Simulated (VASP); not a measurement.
Input of a VASP 6.6.1 run:

Contents of INCAR:

```
ALGO = Normal
EDIFF = 1E-6
ENCUT = 520
GGA = PE
ISIF = 2
ISMEAR = 0
LASPH = True
LCHARG = False
LREAL = False
LWAVE = False
NBANDS = 37
NELM = 100
PREC = Accurate
SIGMA = 0.1
```

Contents of KPOINTS:

```
k-points
0
Gamma
  4 4 4
```

Contents of POSCAR:

```
BePtBr6
1.0
    0.0000000000      5.0183535718      5.0183535718
    5.0183535718      0.0000000000      5.0183535718
    5.0183535718      5.0183535718      0.0000000000
Be Pt Br
1 1 6
Direct
    0.5000000000      0.5000000000      0.5000000000
    0.0000000000      0.0000000000      0.0000000000
    0.7458428989      0.2541571011      0.2541571011
    0.2541571011      0.7458428989      0.7458428989
    0.2541571011      0.7458428989      0.2541571011
    0.7458428989      0.2541571011      0.7458428989
    0.2541571011      0.2541571011      0.7458428989
    0.7458428989      0.7458428989      0.2541571011
```

Potentials or basis: VASP PAW PBE potentials, release 64 (Be, Pt, Br).

Launch:

```console
$ cat potpaw_PBE.64/Be/POTCAR potpaw_PBE.64/Pt/POTCAR potpaw_PBE.64/Br/POTCAR > POTCAR
$ mpirun -np 1 vasp_std > vasp.out
```

What does it give for the band gap on the k mesh?

Zero (band 27 reaches -0.08 eV, above the bottom of band 28 at -0.24 eV).

Estimate the largest force.

0.012 eV/Å.

Forces on the atoms (eV/Å):
```
Be   0.000  0.000  0.000
Pt   0.000  0.000  0.000
Br   0.012  0.000  0.000
Br  -0.012  0.000  0.000
Br   0.000  0.012  0.000
Br   0.000 -0.012  0.000
Br   0.000  0.000  0.012
Br   0.000  0.000 -0.012
```

Caveat: spin-orbit coupling is left out, which moves the levels of the heavy elements.
